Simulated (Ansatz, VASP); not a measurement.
**One calculation of Zr, two programs**

```
Zr
1.0
     3.16658    0.00000    0.00000
    -1.58329    2.74234    0.00000
     0.00000    0.00000    5.04282
Zr
2
Direct
  0.33333 0.66667 0.25000
  0.66667 0.33333 0.75000
```

Change from the starting cell: volume scaled by 0.9405, PAW files.

Alike in both runs: task electric field gradients; functional PBE; k mesh 13 × 13 × 7; occupations fermi-dirac, width 0.03 eV; no spin polarisation.

```csv
,VASP,Ansatz
version,VASP 6.6.1,Ansatz 0.2.0
potentials or method,"VASP PAW PBE potentials, release 64 (Zr_sv)","PAW with Ansatz's default frozen-core files, scalar-relativistic"
plane-wave cutoff (eV),520,420
valence electrons in the cell,24,24
```

|  | VASP | Ansatz | Ansatz less VASP |
| --- | --- | --- | --- |
| pressure (GPa) | 6.9 | 6.9 | -0.02 |
| traceless stress, the component that is largest in VASP (GPa) | 0.82 | 0.82 | -0.001 |
| size of Vzz on the site where it differs most (V/Å²) | 48.7 | 49.5 | +0.75 |

The functional is the same, so the differences come from potentials, cutoffs and numerics.
